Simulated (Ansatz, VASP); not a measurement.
HfB2 in VASP and in Ansatz

```xyz
3
Lattice="3.3839 -0.1256 0.0931 -1.8007 2.8678 -0.0931 0.1032 -0.0596 3.5565" Properties=species:S:1:pos:R:3 pbc="T T T"
Hf    0.0228    0.0395    0.0000
B     0.0685    1.7622    1.7054
B     1.5951    0.8809    1.8511
```

Alike in both runs: task single point; functional PBE; k mesh 14 × 14 × 10; occupations gaussian, width 0.1 eV; no spin polarisation.

|  | VASP | Ansatz |
| --- | --- | --- |
| version | VASP 6.6.1 | Ansatz 0.2.0 |
| potentials or method | VASP PAW PBE potentials, release 64 (Hf_pv, B), cutoff 520 eV | scalar-relativistic, plane waves, PAW |
| valence electrons in the cell | 16 | 32 |

Ansatz gave:

| Property | Result |
| --- | --- |
| gap on the k mesh at the Fermi level (eV) | none |
| pressure (GPa) | -19.3 |
| traceless stress, the component that is largest in VASP (GPa) | 16.81 |
| rms of the force components (eV/Å) | 1.047 |

Problem. What did VASP give for the same quantities?

Solution. gap on the k mesh at the Fermi level (eV): none; pressure (GPa): -19.7; traceless stress, the component that is largest in VASP (GPa): 16.87; rms of the force components (eV/Å): 1.051.

Atom by atom the forces differ by 0.004 eV/Å (rms over components). A gap of «none» marks a metal or a gap that the smearing closes. VASP's potentials hold 16 valence electrons a cell and Ansatz's 32, so a difference there can come from the potentials and not from the codes. Ansatz's warnings: structure snapped to symmetry.

Neither program's run includes spin-orbit coupling.
